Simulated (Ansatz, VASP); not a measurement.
**CaO: VASP beside Ansatz**

```xyz
2
Lattice="0.0000 2.3403 2.3403 2.3403 0.0000 2.3403 2.3403 2.3403 0.0000" Properties=species:S:1:pos:R:3 pbc="T T T"
Ca    0.0000    0.0000    0.0000
O     2.3403    2.3403    2.3403
```

Alike in both runs: task single point; functional PBE; k mesh 8 × 8 × 8; occupations gaussian, width 0.02 eV; no spin polarisation.

|  | VASP | Ansatz |
| --- | --- | --- |
| version | VASP 6.6.1 | Ansatz 0.2.0 |
| potentials or method | VASP PAW PBE potentials, release 64 (Ca_sv, O), cutoff 520 eV | scalar-relativistic, plane waves, PAW |
| valence electrons in the cell | 16 | 16 |

|  | VASP | Ansatz | Ansatz less VASP |
| --- | --- | --- | --- |
| gap on the k mesh at the Fermi level (eV) | 3.60 | 3.62 | +0.024 |
| least direct gap on the mesh (eV) | 3.95 | 3.97 | +0.022 |
| pressure (GPa) | 13.1 | 12.3 | -0.86 |

With one functional, cell and mesh, what is left measures potentials, basis and numerics.
